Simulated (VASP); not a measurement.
# AlNi (P4mm) in VASP: further runs

Runs on AlNi. Level: PBE. Tasks: single point.

Program: VASP 6.6.1. These are calculated values, not measurements. Logs are shortened: lines on timing, memory, paths and dates and some standing lists are left out, and cuts for length are marked.

## 1. The cell of the first run

It takes space group P4mm (No. 99, tetragonal). The conventional cell has a = 2.893 Å, b = 2.893 Å, c = 14.679 Å, α = 90.00°, β = 90.00°, γ = 90.00°. Within 3.3 Å of Al (site symmetry 4mm) lie 4 Ni at 2.51 Å and 5 Al at 2.89 Å. Al (site symmetry 4mm) has 8 Ni at 2.51 Å and 5 Al at 2.89 Å within 3.3 Å. Al (site symmetry 4mm) has 8 Ni at 2.51 Å and 6 Al at 2.89 Å within 3.3 Å. Within 3.3 Å of Ni (site symmetry 4mm) lie 4 Al at 2.51 Å and 5 Ni at 2.89 Å. Ni (site symmetry 4mm) has 8 Al at 2.51 Å and 6 Ni at 2.89 Å within 3.3 Å. Within 3.3 Å of Ni (site symmetry 4mm) lie 8 Al at 2.51 Å and 5 Ni at 2.89 Å.

## 2. Single point, PBE (the distance across one plane changed)

The input, INCAR:

```
PREC     = Accurate       # precision mode
ENCUT    = 520            # plane-wave cutoff, eV
EDIFF    = 1E-6           # SCF threshold, eV
ISMEAR   = 0              # smearing method
SIGMA    = 0.15           # smearing width, eV
LREAL    = False          # projectors in reciprocal space
LASPH    = True           # aspherical terms in the spheres
NELM     = 80             # most SCF steps
ALGO     = Fast           # electronic algorithm
ISIF     = 2              # what is computed and relaxed
LWAVE    = False          # write WAVECAR
LCHARG   = True           # write CHGCAR
GGA      = PE             # functional
LELF     = True           # ELF
LVHAR    = True         
NBANDS   = 28             # bands
```

The input, KPOINTS:

```
regular mesh
0
Gamma
  20 20 7
```

The input, POSCAR:

```
AlNi
1.0
    0.0000000000     -2.8930835334      0.0000000000
    0.0000000000      0.0000000000     -2.8930835334
   14.6792506003      0.0000000000      0.0000000000
Al Ni
3 3
Direct
    0.0000000000      1.0000000000      0.5419782848
    0.0000000000      1.0000000000      0.1478050927
    0.0000000000      1.0000000000      0.3448916888
    0.5000000000      0.5000000000      0.0492617947
    0.5000000000      0.5000000000      0.2463483907
    0.5000000000      0.5000000000      0.4434349868
```

Potentials or basis: VASP PAW PBE potentials, release 64 (Al, Ni).

Run with:

```bash
$ cat potpaw_PBE.64/Al/POTCAR potpaw_PBE.64/Ni/POTCAR > POTCAR
$ mpirun -np 1 vasp_std > vasp.out
```

OUTCAR:

```text
PREC = Accurate
   ENCUT = 520
   EDIFF = 1E-6
   ISMEAR = 0
   LREAL = False
   LASPH = True
   NELM = 80
   ISIF = 2
   GGA = PE

 ion  position               nearest neighbor table
   1  0.000  0.000  0.542-   6 2.51   6 2.51   6 2.51   6 2.51   3 2.89
   2  0.000  0.000  0.148-   4 2.51   4 2.51   4 2.51   4 2.51   5 2.51   5 2.51   5 2.51   5 2.51
                             3 2.89
   3  0.000  0.000  0.345-   6 2.51   6 2.51   6 2.51   6 2.51   5 2.51   5 2.51   5 2.51   5 2.51
                             1 2.89   2 2.89
   4  0.500  0.500  0.049-   2 2.51   2 2.51   2 2.51   2 2.51   5 2.89
   5  0.500  0.500  0.246-   2 2.51   2 2.51   2 2.51   2 2.51   3 2.51   3 2.51   3 2.51   3 2.51
                             4 2.89   6 2.89
   6  0.500  0.500  0.443-   1 2.51   3 2.51   1 2.51   3 2.51   1 2.51   3 2.51   1 2.51   3 2.51
                             5 2.89

  LATTYP: Found a simple tetragonal cell.
 ALAT       =     2.8930835334
 C/A-ratio  =     5.0739117730

  Lattice vectors:

 A1 = (   0.0000000000,  -2.8930835334,   0.0000000000)
 A2 = (   0.0000000000,   0.0000000000,  -2.8930835334)
 A3 = (  14.6792506003,   0.0000000000,   0.0000000000)

Analysis of symmetry for initial positions (statically):
=====================================================================
 Subroutine PRICEL returns:
 Original cell was already a primitive cell.

 Routine SETGRP: Setting up the symmetry group for a
 simple tetragonal supercell.

 Subroutine GETGRP returns: Found  8 space group operations
 (whereof  8 operations were pure point group operations)
 out of a pool of 16 trial point group operations.

The static configuration has the point symmetry C_4v.

Analysis of symmetry for dynamics (positions and initial velocities):
=====================================================================
 Subroutine PRICEL returns:
 Original cell was already a primitive cell.

 Routine SETGRP: Setting up the symmetry group for a
 simple tetragonal supercell.

 Subroutine GETGRP returns: Found  8 space group operations
 (whereof  8 operations were pure point group operations)
 out of a pool of 16 trial point group operations.

The dynamic configuration has the point symmetry C_4v.

 Subroutine INISYM returns: Found  8 space group operations
 (whereof  8 operations are pure point group operations),
 and found     1 'primitive' translations

----------------------------------------------------------------------------------------

                                     Primitive cell

  volume of cell :     122.8643

  direct lattice vectors                    reciprocal lattice vectors
     0.000000000 -2.893083533  0.000000000     0.000000000 -0.345651962  0.000000000
     0.000000000  0.000000000 -2.893083533     0.000000000  0.000000000 -0.345651962
    14.679250600  0.000000000  0.000000000     0.068123369  0.000000000  0.000000000

  length of vectors
     2.893083533  2.893083533 14.679250600     0.345651962  0.345651962  0.068123369

  position of ions in fractional coordinates (direct lattice)
     0.000000000  0.000000000  0.541978285
     0.000000000  0.000000000  0.147805093
     0.000000000  0.000000000  0.344891689
     0.500000000  0.500000000  0.049261795
     0.500000000  0.500000000  0.246348391
     0.500000000  0.500000000  0.443434987

  ion indices of the primitive-cell ions
   primitive index   ion index
                 1           1
                 2           2
                 3           3
                 4           4
                 5           5
                 6           6

----------------------------------------------------------------------------------------

 KPOINTS: regular mesh

Automatic generation of k-mesh.
 Grid dimensions read from file:
 generate k-points for:   20   20    7

 Generating k-lattice:

  Cartesian coordinates                     Fractional coordinates (reciprocal lattice)
     0.000000000 -0.017282598  0.000000000     0.050000000  0.000000000  0.000000000
     0.000000000  0.000000000 -0.017282598     0.000000000  0.050000000  0.000000000
     0.009731910  0.000000000  0.000000000     0.000000000  0.000000000  0.142857143

  Length of vectors
     0.017282598  0.017282598  0.009731910

  Shift w.r.t. Gamma in fractional coordinates (k-lattice)
     0.000000000  0.000000000  0.000000000

 Subroutine IBZKPT returns following result:
 ===========================================

 Found    264 irreducible k-points:

 Following reciprocal coordinates:
            Coordinates               Weight
  0.000000  0.000000  0.000000      1.000000
  0.050000  0.000000  0.000000      4.000000
  0.100000  0.000000  0.000000      4.000000
  0.150000  0.000000  0.000000      4.000000
  0.200000  0.000000  0.000000      4.000000
  0.250000  0.000000  0.000000      4.000000
[... 16 lines left out ...]
  0.150000  0.100000  0.000000      8.000000
  0.200000  0.100000  0.000000      8.000000
 [... further k-points ...]
   k-points           NKPTS =    264   k-points in BZ     NKDIM =    264   number of bands    NBANDS=     28
   number of dos      NEDOS =    301   number of ions     NIONS =      6
   total plane-waves  NPLWV =  64512
   dimension x,y,z NGX =    24 NGY =   24 NGZ =  112
   dimension x,y,z NGXF=    48 NGYF=   48 NGZF=  224
   ions per type =               3   3
   NGX,Y,Z   is equivalent  to a cutoff of  13.79, 13.79, 12.68 a.u.
   NGXF,Y,Z  is equivalent  to a cutoff of  27.58, 27.58, 25.37 a.u.
 SYSTEM =  unknown system
   PREC   = accura    normal or accurate (medium, high low for compatibility)
   ISTART =      0    job   : 0-new  1-cont  2-samecut
   ICHARG =      2    charge: 1-file 2-atom 10-const
   ISPIN  =      1    spin polarized calculation?
   LNONCOLLINEAR =      F non collinear calculations
   LSORBIT =      F    spin-orbit coupling
   LASPH  =      T    aspherical Exc in radial PAW
   ENCUT  =  520.0 eV  38.22 Ry    6.18 a.u.   5.38  5.38 27.29*2*pi/ulx,y,z
   NELM   =     80;   NELMIN=  2; NELMDL= -5     # of ELM steps
   EDIFF  = 0.1E-05   stopping-criterion for ELM
   LREAL  =      F    real-space projection
   EDIFFG = 0.1E-04   stopping-criterion for IOM
   NSW    =      0    number of steps for IOM
   IBRION =     -1    ionic relax: 0-MD 1-quasi-New 2-CG
   NFREE  =      0    steps in history (QN), initial steepest desc. (CG)
   ISIF   =      2    stress and relaxation
   ISYM   =      2    0-nonsym 1-usesym 2-fastsym
   POTIM  = 0.5000    time-step for ionic-motion
   TEBEG  =    0.0;   TEEND  =   0.0 temperature during run
   PSTRESS=    0.0 pullay stress
   NELECT =      39.0000    total number of electrons
   NUPDOWN=      -1.0000    fix difference up-down
   EMIN   =  10.00;   EMAX   =-10.00  energy-range for DOS
   EFERMI =   0.00;   METHOD = LEGACY
   ISMEAR =     0;   SIGMA  =   0.15  broadening in eV -4-tet -1-fermi 0-gaus
   EFERMI_NEDOS =   21; number of points for ismear=-14 and -15
   IALGO  =     68    algorithm
   IMIX   =      4    mixing-type and parameters
     AMIX     =   0.40;   BMIX     =  1.00
     AMIX_MAG =   1.60;   BMIX_MAG =  1.00
  volume/ion in A,a.u.               =      20.48       138.19
  Fermi-wavevector in a.u.,A,eV,Ry     =   1.116746  2.110344 16.968121  1.247122
  Thomas-Fermi vector in A             =   2.253363
   LORBIT       =      0    0 simple, 1 ext, 2 COOP (PROOUT), +10 PAW based schemes
   GGA     = PE    functional components
   LHFCALC =     F    Hartree Fock is set to
   AEXX    =    0.0000 exact exchange contribution
   IVDW    =     0    specifies the selected vdW correction
   LEPSILON=     F    determine dielectric tensor
   LRPA    =     F    only Hartree local field effects (RPA)
 non-spin polarized calculation
 RMM-DIIS sequential band-by-band and
 Gauss-broadening in eV      SIGMA  =   0.15
  energy-cutoff  :      520.00
  volume of cell :      122.86
 maximum number of plane-waves:      3346
 NGX is ok and might be reduce to    24
   NGX = 11   NGY = 11   NGZ = 55

 number of electron      39.0000026 magnetization

 Free energy of the ion-electron system (eV)
  ---------------------------------------------------
  ext. energy  EPLUGINS =         0.00000000
  ---------------------------------------------------
  free energy    TOTEN  =       -29.14403402 eV

  energy without entropy =      -29.10121377  energy(sigma->0) =      -29.12262389

 E-fermi :   4.1582     XC(G=0):  -8.4181

 val. band max:        4.1566339727   @ k =   0.2500   0.0000   0.1429
 cond. band min:       4.1649127405   @ k =   0.2000   0.1000   0.4286
 fundamental gap:      0.0082787679
 Fermi energy:         4.1582443839

 k-point     1 :       0.0000    0.0000    0.0000
  band No.  band energies     occupation
      1      -6.4549      2.00000
      2      -5.1685      2.00000
      3      -3.3349      2.00000
      4      -1.1216      2.00000
      5       0.5907      2.00000
      6       1.0681      2.00000
[... 20 lines left out ...]
     27      11.5127      0.00000
     28      12.3803      0.00000

 k-point     2 :       0.0500    0.0000    0.0000
  band No.  band energies     occupation
      1      -6.4096      2.00000
      2      -5.1246      2.00000
      3      -3.2969      2.00000
      4      -1.0816      2.00000
      5       0.6120      2.00000
      6       1.0695      2.00000
[... 20 lines left out ...]
     27      11.5658      0.00000
     28      11.9587      0.00000

 k-point     3 :       0.1000    0.0000    0.0000
  band No.  band energies     occupation
      1      -6.2740      2.00000
      2      -4.9932      2.00000
      3      -3.1839      2.00000
      4      -0.9626      2.00000
      5       0.6736      2.00000
      6       1.0689      2.00000
[... 20 lines left out ...]
     27      11.0029      0.00000
     28      11.7021      0.00000

 k-point     4 :       0.1500    0.0000    0.0000
  band No.  band energies     occupation
      1      -6.0491      2.00000
      2      -4.7755      2.00000
      3      -2.9982      2.00000
      4      -0.7682      2.00000
      5       0.7680      2.00000
      6       1.0493      2.00000
[... 578 lines left out ...]
     27      10.3733      0.00000
     28      10.6863      0.00000

 k-point    23 :       0.1500    0.1000    0.0000
  band No.  band energies     occupation
      1      -5.8706      2.00000
      2      -4.6030      2.00000
      3      -2.8509      2.00000
      4      -0.6160      2.00000
      5       0.8404      2.00000
      6       1.0788      2.00000
[... 20 lines left out ...]
     27      10.0238      0.00000
     28      10.3493      0.00000

 k-point    24 :       0.2000    0.1000    0.0000
  band No.  band energies     occupation
      1      -5.5602      2.00000
      2      -4.3037      2.00000
      3      -2.6006      2.00000
      4      -0.3598      2.00000
      5       0.9343      2.00000
      6       1.0372      2.00000
[... 20 lines left out ...]
     27      10.4623      0.00000
     28      11.4561      0.00000

 [... further k-points ...]
[... 5 lines left out ...]
  --------------------------------------------------------------------------------------
  -------------------------------------------------------------------------------------
  Total       -0.7286141     -3.1802953     -3.1802953      0.0000000      0.0000000      0.0000000
  in kB       -9.5012851    -41.4717343    -41.4717343      0.0000000      0.0000000      0.0000000
  external PRESSURE =     -30.8149179 kB  Pullay stress =       0.0000000 kB

 VOLUME and BASIS-vectors are now :
 -----------------------------------------------------------------------------
  energy-cutoff  :      520.00
  volume of cell :      122.86
      direct lattice vectors                 reciprocal lattice vectors
     0.000000000 -2.893083533  0.000000000     0.000000000 -0.345651962  0.000000000
     0.000000000  0.000000000 -2.893083533     0.000000000  0.000000000 -0.345651962
    14.679250600  0.000000000  0.000000000     0.068123369  0.000000000  0.000000000

 POSITION                                       TOTAL-FORCE (eV/Angst)
 -----------------------------------------------------------------------------------
      7.95584      0.00000      0.00000        -0.209940     -0.000000     -0.000000
      2.16967      0.00000      0.00000        -0.962994     -0.000000     -0.000000
      5.06275      0.00000      0.00000        -0.048909     -0.000000     -0.000000
      0.72313     -1.44654     -1.44654         0.703857     -0.000000      0.000000
      3.61621     -1.44654     -1.44654         0.201560      0.000000      0.000000
      6.50929     -1.44654     -1.44654         0.316426     -0.000000     -0.000000
 -----------------------------------------------------------------------------------
    total drift:                               -0.001900     -0.000000      0.000000

  FREE ENERGIE OF THE ION-ELECTRON SYSTEM (eV)
  ---------------------------------------------------
  free  energy   TOTEN  =       -29.1440340189 eV

  energy  without entropy=      -29.1012137686  energy(sigma->0) =      -29.12262389
```

It took 17 min on 1 thread of Intel Xeon Platinum 8259CL at 2.50GHz (Skylake/Cascade Lake), shared host; peak memory 0.8 GiB.

What came out:

- Free energy: -29.1440 eV
- Pressure: -3.1 GPa
- Largest force: 0.963 eV/Å
- Band gap on the k mesh: zero (an odd number of electrons rules out a gap without spin polarisation)

Forces on the atoms (eV/Å):
```
Al  -0.210  0.000  0.000
Al  -0.963  0.000  0.000
Al  -0.049  0.000  0.000
Ni   0.704  0.000  0.000
Ni   0.202  0.000  0.000
Ni   0.316  0.000  0.000
```

Levels at points of the mesh, in eV from the Fermi level:
```tsv
k point	band 17	band 18	band 19	band 20	band 21	band 22	band 23	band 24
(0.00, 0.00, 0.00)	-0.86	-0.78	-0.63	-0.54	1.07	2.83	5.26	5.93
(0.50, 0.00, 0.00)	-0.82	-0.76	-0.71	-0.68	-0.20	-0.10	1.95	3.32
(0.50, 0.50, 0.00)	-0.17	0.05	0.05	1.56	1.96	2.04	2.31	2.31
```

Caveat: the cell differs from its parent crystal (the distance across one plane changed); the cell stands under tension. Spin polarisation is off, so any magnetic state and its effect on volume and gap are missing.

## 3. Single point, PBE (the distance across one plane changed)

The input, INCAR:

```
PREC = Accurate
ENCUT = 520
EDIFF = 1E-7
ISMEAR = 0
SIGMA = 0.15
LREAL = F
LASPH = T
NELM = 60
ALGO = Fast
ISIF = 2
LWAVE = F
LCHARG = T
GGA = PE
LELF = T
LVHAR = T
NBANDS = 28
```

KPOINTS is that of step 2.

The input, POSCAR:

```
AlNi
1.0
    0.0000000000     -2.8930835280      0.0000000000
    0.0000000000      0.0000000000     -2.8930835280
    9.6792505841      0.0000000000      0.0000000000
Al Ni
3 3
Direct
    0.0000000000      1.0000000000      0.8219474203
    0.0000000000      1.0000000000      0.2241566093
    0.0000000000      1.0000000000      0.5230520148
    0.5000000000      0.5000000000      0.0747089066
    0.5000000000      0.5000000000      0.3736043121
    0.5000000000      0.5000000000      0.6724997175
```

Potentials or basis: VASP PAW PBE potentials, release 64 (Al, Ni).

Run with:

```bash
$ cat potpaw_PBE.64/Al/POTCAR potpaw_PBE.64/Ni/POTCAR > POTCAR
$ mpirun -np 1 vasp_std > vasp.out
```

It took 21 min on 1 thread of Oxide Virtual Turin-like, shared host; peak memory 0.53 GiB.

It converged, with:

```
Free energy            : -30.5585 eV
Pressure               : -6.5 GPa
Largest force          : 1.140 eV/Å
Band gap on the k mesh : zero (an odd number of electrons rules out a gap without spin polarisation)
```

Forces on the atoms (eV/Å):
```
Al   1.140  0.000  0.000
Al  -0.685  0.000  0.000
Al  -0.063  0.000  0.000
Ni  -0.660  0.000  0.000
Ni   0.103  0.000  0.000
Ni   0.164  0.000  0.000
```

Stress tensor (GPa, compression positive):
```
-8.36  0.00  0.00
 0.00 -5.63  0.00
 0.00  0.00 -5.63
```

Levels at points of the mesh, in eV from the Fermi level:
```tsv
k point	band 16	band 17	band 18	band 19	band 20	band 21	band 22	band 23
(0.00, 0.00, 0.00)	-1.26	-1.11	-1.11	-0.75	-0.26	3.66	5.85	5.85
(0.50, 0.00, 0.00)	-1.66	-1.27	-1.01	-0.81	-0.74	-0.30	1.51	2.08
(0.50, 0.50, 0.00)	-1.01	-0.38	0.23	0.23	1.43	1.43	1.53	1.87
```

Caveat: the cell differs from its parent crystal (the distance across one plane changed); the cell stands under tension; forces of over 1 eV/Å act on the atoms, so gaps and moduli don't describe the material at rest. Spin polarisation is off, so any magnetic state and its effect on volume and gap are missing.

## 4. Single point, PBE (the distance across one plane changed)

The input, INCAR:

```
ALGO = Fast ; EDIFF = 1E-7
ENCUT = 520 ; GGA = PE
ISIF = 2 ; ISMEAR = 0
LASPH = True ; LCHARG = False
LREAL = False ; LWAVE = False
NBANDS = 28 ; NELM = 80
PREC = Accurate ; SIGMA = 0.15
```

The input, KPOINTS:

```
k-points
0
Gamma
  20 20 7
```

The input, POSCAR:

```
AlNi
1.0
    0.0000000000     -2.8930835280      0.0000000000
    0.0000000000      0.0000000000     -2.8930835280
   10.1792505841      0.0000000000      0.0000000000
Al Ni
3 3
Direct
    0.0000000000      1.0000000000      0.7815737497
    0.0000000000      1.0000000000      0.2131461421
    0.0000000000      1.0000000000      0.4973599459
    0.5000000000      0.5000000000      0.0710392403
    0.5000000000      0.5000000000      0.3552530440
    0.5000000000      0.5000000000      0.6394668478
```

Run with:

```bash
$ cat potpaw_PBE.64/Al/POTCAR potpaw_PBE.64/Ni/POTCAR > POTCAR
$ mpirun -np 1 vasp_std > vasp.out
```

Wall time 20 min (1 thread of Oxide Virtual Turin-like, shared host); peak memory 0.56 GiB.

Results (log left out):

* Free energy: -29.9930 eV
* Pressure: -6.2 GPa
* Largest force: 0.792 eV/Å
* Band gap on the k mesh: zero (an odd number of electrons rules out a gap without spin polarisation)

Forces in eV/Å, atoms in the order of the input:
```
Al   0.714  0.000  0.000
Al  -0.792  0.000  0.000
Al  -0.090  0.000  0.000
Ni  -0.284  0.000  0.000
Ni   0.149  0.000  0.000
Ni   0.302  0.000  0.000
```

Stress tensor (GPa, compression positive):
```
-7.41  0.00  0.00
 0.00 -5.60  0.00
 0.00  0.00 -5.60
```

Levels at points of the mesh, in eV from the Fermi level:
| k point | band 17 | band 18 | band 19 | band 20 | band 21 | band 22 |
| --- | --- | --- | --- | --- | --- | --- |
| (0.00, 0.00, 0.00) | -0.97 | -0.97 | -0.62 | -0.32 | 3.27 | 4.45 |
| (0.50, 0.00, 0.00) | -1.13 | -0.87 | -0.81 | -0.73 | -0.26 | 0.82 |
| (0.50, 0.50, 0.00) | -0.25 | 0.15 | 0.15 | 1.53 | 1.81 | 1.81 |

Caveat: the cell differs from its parent crystal (the distance across one plane changed); the cell stands under tension.

## 5. The runs side by side

```csv
cell,further INCAR settings,gap on the mesh (eV),pressure (GPa),largest force (eV/Å)
"a = 2.893, b = 2.893, c = 14.679 Å, 6 atoms",ALGO = Fast; EDIFF = 1e-06; NBANDS = 28,none,-3.1,0.96
"a = 2.893, b = 2.893, c = 9.679 Å, 6 atoms",ALGO = Fast; EDIFF = 1e-07; NBANDS = 28,none,-6.5,1.14
"a = 2.893, b = 2.893, c = 10.179 Å, 6 atoms",ALGO = Fast; EDIFF = 1e-07; NBANDS = 28,none,-6.2,0.79
```

Alike in all rows: task single point; level PBE; potentials or basis VASP PAW PBE potentials, release 64 (Al, Ni); no spin polarisation; k mesh 20 × 20 × 7; cutoff (eV) 520; smearing gaussian 0.15 eV.

Caveats: the cell stands under tension; forces of over 1 eV/Å act on the atoms, so gaps and moduli don't describe the material at rest (at least some runs).

Absolute energies hang on the potentials; compare differences alone.
